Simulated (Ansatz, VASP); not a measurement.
**Mg: VASP beside Ansatz**

```
Mg
1.0
     0.00000    2.26258    2.32153
     2.18961    0.00000    2.32153
     2.18961    2.26258    0.00000
Mg
1
Direct
  0.00000 0.00000 0.00000
```

Alike in both runs: task relaxation of cell and atoms; functional PBE; k mesh 22 × 22 × 22; occupations gaussian, width 0.1 eV; no spin polarisation.

|  | VASP | Ansatz |
| --- | --- | --- |
| version | VASP 6.6.1 | Ansatz 0.2.0 |
| potentials or method | VASP PAW PBE potentials, release 64 (Mg), cutoff 600 eV | scalar-relativistic, plane waves, PAW |
| valence electrons in the cell | 2 | 10 |

```tsv
	VASP	Ansatz	Ansatz less VASP
gap on the k mesh at the Fermi level, each at its own relaxed structure (eV)	none	none	-
relaxed volume (Å³/atom)	23.04	23.12	+0.085
relaxed length of the cell vector where the two differ most in proportion (Å)	3.219	3.223	+0.0047
```

A gap of «none» marks a metal or a gap that the smearing closes. VASP's potentials hold 2 valence electrons a cell and Ansatz's 10, so a difference there can come from the potentials and not from the codes.
